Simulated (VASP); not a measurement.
## Al: electric field gradients with LDA

Crystal: Al.

```
Al
1.0
     0.00000    2.01040    2.01040
     2.01040    0.00000    2.01040
     2.01040    2.01040    0.00000
Al
1
Cartesian
  0.0000 0.0000 0.0000
```

```yaml
Program: VASP 6.6.1
Task: electric field gradients
Functional: LDA
Potentials_or_basis: VASP PAW LDA potentials, release 64 (Al)
Cutoff: 520 eV
k_mesh: 17 × 17 × 17
Occupations: fermi-dirac, width 0.03 eV
Spin: no spin polarisation
Dipole_correction: no
Further_INCAR_settings: ALGO = Normal; EDIFF = 1e-08; NBANDS = 8
```

The pressure is -2.2 GPa. The band gap on the k mesh is zero (an odd number of electrons rules out a gap without spin polarisation). The largest electric field gradient by atom is zero within the noise of the run.

Levels at points of the mesh, in eV from the Fermi level:
| k point | band 1 | band 2 | band 3 | band 4 | band 5 | band 6 |
| --- | --- | --- | --- | --- | --- | --- |
| (0.00, 0.00, 0.00) | -11.21 | 12.65 | 12.65 | 12.65 | 14.09 | 14.09 |

It took 27 s on 1 thread of Intel Xeon 8259CL, on a shared host, peak memory 0.13 GiB.
